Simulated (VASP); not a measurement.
Write the native input for VASP 6.6.1 that does the following.

```yaml
Task: single point
Functional: PBE
Potentials_or_basis: VASP PAW PBE potentials, release 64 (W_sv, Ru_pv, Hf_pv, B)
Cutoff: 420 eV
k_mesh: 1 × 1 × 1, shifted
Occupations: fermi-dirac, width 0.3637 eV
Spin: no spin polarisation
Dipole_correction: no
Mended: yes
Further_INCAR_settings: LREAL = Auto; ALGO = Normal; EDIFF = 1e-06; NBANDS = 158; ISYM = -1
```

The structure of Hf6B3Ru7W8 lies in POSCAR:

```
Hf6B3Ru7W8
1.0
    7.3750040000     -0.1530220000     -0.0573130000
   -0.1530220000      7.2550850000     -0.1107270000
   -0.0573130000     -0.1107270000      6.9577420000
W Ru Hf B
8 7 6 3
Direct
    0.3055677135      0.5972905390      0.1623456564
    0.8174918254      0.7094901490      0.6493095928
    0.6726154936      0.9761847560      0.4572995982
    0.3163304185      0.8709190955      0.4573189267
    0.4409869148      0.0125680897      0.1519038662
    0.4206129227      0.1527421001      0.7671921815
    0.0147674721      0.5249120728      0.3606523937
    0.7451337941      0.0390631004      0.8907786740
    0.5573842203      0.5042175770      0.8914115903
    0.6903175900      0.3197206128      0.1933714812
    0.3604219943      0.2757548074      0.3965435005
    0.5492974174      0.5684979096      0.4700846842
    0.1935297389      0.5186066473      0.6798522463
    0.6931129457      0.3089538424      0.6181496690
    0.4505329504      0.8116314164      0.8307861813
    0.0727446106      0.1764252632      0.1179635939
    0.0090454938      0.8425985138      0.2667883963
    0.1362875320      0.8680805858      0.8512146622
    0.6626646925      0.7544824393      0.1056016274
    0.0506679842      0.1681426444      0.6176620037
    0.9257944531      0.4969934528      0.9791995236
    0.2075322507      0.3720551198      0.9116703153
    0.7918612173      0.0204160723      0.1751528804
    0.3947400046      0.3104997218      0.1189228397
```

These files were run (other wordings do the same):

INCAR

```
SYSTEM = Hf6B3Ru7W8
PREC = Accurate
ENCUT = 420
EDIFF = 1E-6
ISMEAR = -1
SIGMA = 0.3637
LREAL = Auto
LASPH = .TRUE.
NELM = 120
ALGO = Normal
ISIF = 2
LWAVE = .FALSE.
LCHARG = .TRUE.
GGA = PE
LELF = .TRUE.
LVHAR = .TRUE.
ISYM = -1
NBANDS = 158
GGA_COMPAT = .FALSE.
```

KPOINTS

```
explicit points
1
Reciprocal
  0.25000000   0.25000000   0.25000000 1
```

Potentials or basis: VASP PAW PBE potentials, release 64 (W_sv, Ru_pv, Hf_pv, B).

Run with:

```console
$ cat potpaw_PBE.64/W_sv/POTCAR potpaw_PBE.64/Ru_pv/POTCAR potpaw_PBE.64/Hf_pv/POTCAR potpaw_PBE.64/B/POTCAR > POTCAR
$ mpirun -np 1 vasp_std > vasp.out
```

It gave:

- Pressure: 12.6 GPa
- Largest force: 5.466 eV/Å
- Band gap on the k mesh: zero (an odd number of electrons rules out a gap without spin polarisation)

Caveat: the atoms stand as in a frame of molecular dynamics; so wide a smearing shifts energies and pressures; spin-orbit coupling is left out, which moves the levels of the heavy elements.

It took 2.4 min on 1 thread of Intel(R) Xeon(R) 6975P-C (Granite Rapids), on a shared host, peak memory 0.36 GiB.
